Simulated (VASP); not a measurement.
Input of a VASP 6.6.1 run:

File INCAR:

```
SYSTEM = CuSi16
PREC     = Accurate       ! precision mode
ENCUT    = 520            ! plane-wave cutoff, eV
EDIFF    = 1E-6           ! SCF threshold, eV
ISMEAR   = 0              ! smearing method
SIGMA    = 0.05           ! smearing width, eV
LREAL    = Auto         
LASPH    = .TRUE.         ! aspherical terms in the spheres
NELM     = 80             ! most SCF steps
ALGO     = Normal         ! electronic algorithm
ISIF     = 2              ! what is computed and relaxed
LWAVE    = .FALSE.        ! write WAVECAR
LCHARG   = .FALSE.        ! write CHGCAR
GGA      = PE             ! functional
NBANDS   = 52             ! bands
NELECT   = 74.0
```

Contents of KPOINTS:

```
Automatic mesh
0
G
  2 2 2
  0 0 0
```

Contents of POSCAR:

```
CuSi16
1.0
    0.0000000000      5.4300000000      5.4300000000
    5.4300000000      0.0000000000      5.4300000000
    5.4300000000      5.4300000000      0.0000000000
Si Cu
16 1
Direct
   -0.0013938306      0.0128989871     -0.0101365562
    0.1208345304      0.1201413444      0.1327857274
   -0.0113740331      0.0066027624      0.5046300184
    0.1154174033      0.1532676796      0.6156367403
   -0.0038353591      0.4943574586     -0.0023917127
    0.1392307551      0.6357871087      0.0865206262
    0.0077889503      0.5247937385      0.4583788214
    0.1186826888      0.6162642726      0.6238097606
    0.4933441068     -0.0102776243      0.0234185083
    0.6262058932      0.1203699816      0.1324434622
    0.4993860958      0.0073623389      0.5044608656
    0.6178564457      0.1121137201      0.6521538674
    0.5125474217      0.4946107735     -0.0031325046
    0.6236849908      0.6157892265      0.1370883057
    0.5015698895      0.4860019337      0.5096466851
    0.6401662063      0.6173424494      0.6229870166
    0.2755584715      0.7868087477      0.6610551565
```

Potentials or basis: VASP PAW PBE potentials, release 64 (Si, Cu).

The run is started by

```sh
$ cat potpaw_PBE.64/Si/POTCAR potpaw_PBE.64/Cu/POTCAR > POTCAR
$ mpirun -np 1 vasp_std > vasp.out
```

(1) What does it give for the largest force?

Answers

(1) 0.044 eV/Å.

Caveat: the k points lie up to 0.50 Å⁻¹ apart; the cell carries a net charge on a neutralising background, which shifts energy and pressure.
